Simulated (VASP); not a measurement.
InAs:

```
In As
1.0
     0.00000    3.89519    3.89519
     3.89519    0.00000    3.89519
     3.89519    3.89519    0.00000
In As
2 2
Direct
  0.50000 0.50000 0.50000
  0.75000 0.75000 0.75000
  0.00000 0.00000 0.00000
  0.25000 0.25000 0.25000
```

- Program: VASP 6.6.1
- Task: relaxation of cell and atoms
- Functional: PBE
- Potentials or basis: VASP PAW PBE potentials, release 64 (In_d, As)
- Cutoff: 600 eV
- k mesh: 4 × 4 × 4
- Occupations: gaussian, width 0.1 eV
- Spin: no spin polarisation

At the start: pressure -7.5 GPa; volume 29.55 Å³/atom.

Q: Where does the relaxation end?

A: Over 3 steps the energy falls by 215.9 meV/atom and the volume is 22.71 Å³/atom (-23.1 %); space group Fd-3m (No. 227, to 0.1 Å) before and after.

The path:
| step | energy change (eV) | largest force (eV/Å) | pressure (GPa) | volume (Å³) |
| --- | --- | --- | --- | --- |
| 1 | 0.0000 | 0.0000 | -7.55 | 118.20 |
| 2 | -0.8125 | 0.0000 | -2.86 | 95.95 |
| 3 | -0.8637 | 0.0000 | -0.11 | 90.84 |

Final structure:
```
In As
1.0
     0.00000    3.56799    3.56799
     3.56799    0.00000    3.56799
     3.56799    3.56799    0.00000
In As
2 2
Cartesian
  3.5680 3.5680 3.5680
  5.3520 5.3520 5.3520
  0.0000 0.0000 0.0000
  1.7840 1.7840 1.7840
```

Caveat: the volume moved by over 15 % at a fixed basis, so the end points are rough.
